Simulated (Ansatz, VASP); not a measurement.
**Au: VASP beside Ansatz**

POSCAR

```
Au
1.0
    0.0000000000      2.1477750000      1.9943625000
    2.1477750000      0.0000000000      1.9943625000
    2.1477750000      2.1477750000      0.0000000000
Au
1
Direct
    0.0000000000      0.0000000000      0.0000000000
```

INCAR.step1

```
  PREC = Accurate
  ENCUT = 520
  ISMEAR = 0
  SIGMA = 0.15
  LREAL = False
  LASPH = True
  NELM = 60
  NBANDS = 12
  GGA = PE
  ALGO = Normal
  EDIFF = 1E-4
  LWAVE = True
  LCHARG = False
```

Contents of INCAR.step2:

```
  PREC = Accurate
  ENCUT = 520
  EDIFF = 1E-7
  ISMEAR = 0
  SIGMA = 0.15
  LREAL = False
  LASPH = True
  NELM = 60
  ALGO = Normal
  ISIF = 2
  LWAVE = False
  LCHARG = False
  METAGGA = R2SCAN
  LMIXTAU = True
  NBANDS = 12
  ISTART = 1
```

KPOINTS

```
regular mesh
0
Gamma
  20 20 20
```

Input for Ansatz:

```yaml
crystal:
  lattice:
    - [0.0, 2.147775, 1.9943625]
    - [2.147775, 0.0, 1.9943625]
    - [2.147775, 2.147775, 0.0]
  atoms:
    - { symbol: Au, position: [0.0, 0.0, 0.0] }
basis:
  ecutwfc: 500
kpoints:
  mp_grid: { grid: [20, 20, 20] }
hamiltonian:
  xc: r2scan
scf:
  occupations: { method: gaussian, width: 0.15 }
output:
  forces: true
  stress: true
  eigenvalues: true
```

Change from the starting cell: strain +0.050 along x and y, -0.025 along z, atoms carried along.

Alike in both runs: task single point; functional r2SCAN; k mesh 20 × 20 × 20; occupations gaussian, width 0.15 eV; no spin polarisation.

|  | VASP | Ansatz |
| --- | --- | --- |
| version | VASP 6.6.1 | Ansatz 0.2.0 |
| potentials or method | VASP PAW PBE potentials, release 64 (Au), cutoff 520 eV | scalar-relativistic, plane waves, PAW |
| valence electrons in the cell | 11 | 19 |

|  | VASP | Ansatz | Ansatz less VASP |
| --- | --- | --- | --- |
| gap on the k mesh at the Fermi level (eV) | none | none | - |
| pressure (GPa) | -6.1 | -6.3 | -0.17 |
| traceless stress, the component that is largest in VASP (GPa) | 0.80 | 0.78 | -0.025 |

VASP's potentials were made for PBE, not for r2SCAN. A gap of «none» marks a metal or a gap that the smearing closes. VASP's potentials hold 11 valence electrons a cell and Ansatz's 19, so a difference there can come from the potentials and not from the codes.

Neither program's run includes spin-orbit coupling.
